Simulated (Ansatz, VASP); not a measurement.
# Al: VASP beside Ansatz

File INCAR:

```
SYSTEM = Al
PREC     = Accurate       ! precision mode
ENCUT    = 520            ! plane-wave cutoff, eV
EDIFF    = 1E-7           ! SCF threshold, eV
ISMEAR   = -1             ! smearing method
SIGMA    = 0.05           ! smearing width, eV
LREAL    = .FALSE.        ! projectors in reciprocal space
LASPH    = .TRUE.         ! aspherical terms in the spheres
NELM     = 60             ! most SCF steps
ALGO     = Normal         ! electronic algorithm
ISIF     = 2              ! what is computed and relaxed
LWAVE    = .FALSE.        ! write WAVECAR
LCHARG   = .FALSE.        ! write CHGCAR
GGA      = PS             ! functional
NBANDS   = 10             ! bands
```

The input KPOINTS:

```
regular mesh
0
G
  14 14 7
  0 0 0
```

The input POSCAR:

```
Al
1.0
    2.8124550000      0.0093748500      0.0093748500
   -1.3981091400      2.4309705733      0.0034314333
    0.0162228333      0.0162228333      4.8668500000
Al
2
Direct
    0.6666666667      0.3333333333      0.7500000000
    0.3333333333      0.6666666667      0.2500000000
```

Input for Ansatz:

```yaml
crystal:
  lattice:
    - [2.812455, 0.009374850000000002, 0.009374850000000002]
    - [-1.39810914, 2.4309705733333336, 0.0034314333333333343]
    - [0.01622283333333334, 0.01622283333333334, 4.86685]
  atoms:
    - { symbol: Al, position: [0.6666666666666666, 0.3333333333333333, 0.75] }
    - { symbol: Al, position: [0.3333333333333333, 0.6666666666666666, 0.25] }
basis:
  ecutwfc: 550.0
kpoints:
  mp_grid:
    grid: [14, 14, 7]
hamiltonian:
  xc: pbesol
scf:
  occupations:
    method: fermi_dirac
    width: 0.05
output:
  stress: true
```

Alike in both runs: task single point; functional PBEsol; k mesh 14 × 14 × 7; occupations fermi-dirac, width 0.05 eV; no spin polarisation.

|  | VASP | Ansatz |
| --- | --- | --- |
| version | VASP 6.6.1 | Ansatz 0.2.0 |
| potentials or method | VASP PAW PBE potentials, release 64 (Al), cutoff 520 eV | plane waves, PAW |
| valence electrons in the cell | 6 | 6 |

Ansatz gave:

```
pressure (GPa)                                                : -1.4
traceless stress, the component that is largest in VASP (GPa) : -1.31
```

Question: Estimate VASP's values.

Answer: Pressure (GPa): -1.3; traceless stress, the component that is largest in VASP (GPa): -1.33.

VASP's potentials were made for PBE, not for PBEsol. The functional is the same, so the differences come from potentials, cutoffs and numerics.
